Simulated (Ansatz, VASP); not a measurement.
# Al6O: VASP beside Ansatz

```
Al O
1.0
    -2.38769    3.26937    3.52063
     2.38769   -3.26937    3.52063
     2.38769    3.26937   -3.52063
Al O
6 1
Direct
  0.95366 0.27681 0.67684
  0.04634 0.72319 0.32316
  0.59997 0.27681 0.32316
  0.40003 0.72319 0.67684
  0.50000 0.83784 0.33784
  0.50000 0.16216 0.66216
  0.00000 0.50000 0.50000
```

Alike in both runs: task relaxation of cell and atoms; functional PBE; k mesh 4 × 4 × 4; occupations gaussian, width 0.2 eV; no spin polarisation.

|  | VASP | Ansatz |
| --- | --- | --- |
| version | VASP 6.6.1 | Ansatz 0.2.0 |
| potentials or method | VASP PAW PBE potentials, release 64 (Al, O), cutoff 600 eV | scalar-relativistic, plane waves, PAW |
| valence electrons in the cell | 24 | 24 |

|  | VASP | Ansatz | Ansatz less VASP |
| --- | --- | --- | --- |
| gap on the k mesh at the Fermi level, each at its own relaxed structure (eV) | none | none | - |
| relaxed volume (Å³/atom) | 17.46 | 17.56 | +0.101 |
| relaxed length of the cell vector where the two differ most in proportion (Å) | 5.464 | 5.478 | +0.0132 |

A gap of «none» marks a metal or a gap that the smearing closes.

The k mesh is coarse, so the values compare programs but aren't converged.
